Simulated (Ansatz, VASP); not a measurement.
## Two plane-wave programs on Al

INCAR

```
SYSTEM = Al
ALGO     = Fast           ! electronic algorithm
EDIFF    = 1E-6           ! SCF threshold, eV
ENCUT    = 520            ! plane-wave cutoff, eV
GGA      = PE             ! functional
ISIF     = 2              ! what is computed and relaxed
ISMEAR   = 0              ! smearing method
IVDW     = 12             ! dispersion correction
LASPH    = .True.         ! aspherical terms in the spheres
LCHARG   = .False.        ! write CHGCAR
LREAL    = .False.        ! projectors in reciprocal space
LWAVE    = .False.        ! write WAVECAR
NBANDS   = 14             ! bands
NELM     = 80             ! most SCF steps
PREC     = Accurate       ! precision mode
SIGMA    = 0.15           ! smearing width, eV
```

File KPOINTS:

```
k-points
0
Gamma
  18 18 6
  0 0 0
```

Contents of POSCAR:

```
Al
1.0
    2.8904128308      0.0000000000      0.0000000000
   -1.4452064154      2.5031709389      0.0000000000
    0.0000000000      0.0000000000      8.9368674315
Al
4
Direct
    0.0000000000      0.0000000000      0.0000000000
    0.3333333333      0.6666666667      0.2500000000
    0.0000000000      0.0000000000      0.5000000000
    0.6666666667      0.3333333333      0.7500000000
```

Input for Ansatz:

```yaml
crystal:
  lattice:
    - [2.8904128308, 0.0, 0.0]
    - [-1.4452064154, 2.5031709389, 0.0]
    - [0.0, 0.0, 8.9368674315]
  atoms:
    - { symbol: Al, position: [0.0, 0.0, 0.0] }
    - { symbol: Al, position: [0.3333333333, 0.6666666667, 0.25] }
    - { symbol: Al, position: [0.0, 0.0, 0.5] }
    - { symbol: Al, position: [0.6666666667, 0.3333333333, 0.75] }
basis:
  ecutwfc: 420
kpoints:
  mp_grid: { grid: [18, 18, 6] }
hamiltonian:
  xc: pbe
  pseudopotentials: { kind: paw, azcp: { folder: soft_1 } }
  dispersion: d3bj
scf:
  occupations: { method: gaussian, width: 0.15 }
output:
  forces: true
  stress: true
  eigenvalues: true
```

Alike in both runs: task single point; functional PBE; dispersion D3(BJ); k mesh 18 × 18 × 6; occupations gaussian, width 0.15 eV; no spin polarisation.

```csv
,VASP,Ansatz
version,VASP 6.6.1,Ansatz 0.2.0
potentials or method,"VASP PAW PBE potentials, release 64 (Al), cutoff 520 eV","scalar-relativistic, plane waves, PAW"
valence electrons in the cell,12,12
```

|  | VASP | Ansatz | Ansatz less VASP |
| --- | --- | --- | --- |
| gap on the k mesh at the Fermi level (eV) | none | none | - |
| pressure (GPa) | -1.3 | -1.3 | 0.00 |
| traceless stress, the component that is largest in VASP (GPa) | 2.76 | 2.76 | 0.000 |

A gap of «none» marks a metal or a gap that the smearing closes.
